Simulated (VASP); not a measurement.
Input of a VASP 6.6.1 run:

The input INCAR:

```
PREC     = Accurate       # precision mode
ENCUT    = 600            # plane-wave cutoff, eV
EDIFF    = 1E-6           # SCF threshold, eV
ISMEAR   = -1             # smearing method
SIGMA    = 0.1            # smearing width, eV
LREAL    = False          # projectors in reciprocal space
LASPH    = True           # aspherical terms in the spheres
NELM     = 60             # most SCF steps
ALGO     = Normal         # electronic algorithm
ISIF     = 3              # what is computed and relaxed
LWAVE    = False          # write WAVECAR
LCHARG   = False          # write CHGCAR
GGA      = PE             # functional
IBRION   = 2              # ionic algorithm
NSW      = 32             # ionic steps
EDIFFG   = -0.005         # ionic threshold
PSTRESS  = 49.0
```

Contents of KPOINTS:

```
Automatic mesh
0
Gamma
  13 13 7
```

The input POSCAR:

```
Pb
1.0
    3.4125307712      0.0000000000      0.0000000000
   -1.7062653856      2.9553383391      0.0000000000
    0.0000000000      0.0000000000      5.7427726747
Pb
2
Direct
    0.3333333333      0.6666666667      0.2500000000
    0.6666666667      0.3333333333      0.7500000000
```

Potentials or basis: VASP PAW PBE potentials, release 64 (Pb_d).

The run is started by

```console
$ cat potpaw_PBE.64/Pb_d/POTCAR > POTCAR
$ mpirun -np 1 vasp_std > vasp.out
```

(1) Estimate the band gap on the k mesh.

## Answers

(1) zero (bands 14 and 15 overlap by 7.77 eV).

Caveat: the relaxation stopped at its first step, so nothing moved; the cell is relaxed towards a set pressure, so the run minimises the enthalpy, not the energy; spin-orbit coupling is left out, which moves the levels of the heavy elements.
